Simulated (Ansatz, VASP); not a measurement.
**Two plane-wave programs on Tc12H**

```
Tc H
1.0
     5.48000    0.00000    0.00000
    -4.11000    7.11873    0.00000
     0.00000    0.00000    4.39496
Tc H
12 1
Direct
  0.99915 0.99877 0.99190
  0.16638 0.22103 0.50396
  0.00387 0.33148 0.98687
  0.17347 0.55701 0.51076
  0.00324 0.67031 0.98959
  0.16654 0.88866 0.50506
  0.50078 0.99946 0.99324
  0.66399 0.21783 0.50879
  0.49373 0.33112 0.98749
  0.66330 0.55668 0.51136
  0.50083 0.66707 0.99437
  0.66819 0.88939 0.50642
  0.83366 0.44393 0.24938
```

Alike in both runs: functional PBE; k mesh 4 × 3 × 4; occupations gaussian, width 0.1 eV; no spin polarisation.

Ansatz relaxed the structure, and its values are those at the end. VASP's run is a single point on that final structure, the one shown.

|  | VASP | Ansatz |
| --- | --- | --- |
| version | VASP 6.6.1 | Ansatz 0.2.0 |
| potentials or method | VASP PAW PBE potentials, release 64 (Tc_pv, H), cutoff 520 eV | scalar-relativistic, plane waves, PAW |
| valence electrons in the cell | 157 | 181 |

Ansatz gave:

```
rms of the force components (eV/Å) : 0.007
```

Q: Which values does VASP return?

A: rms of the force components (eV/Å): 0.011.

VASP's potentials hold 157 valence electrons a cell and Ansatz's 181, so a difference there can come from the potentials and not from the codes.
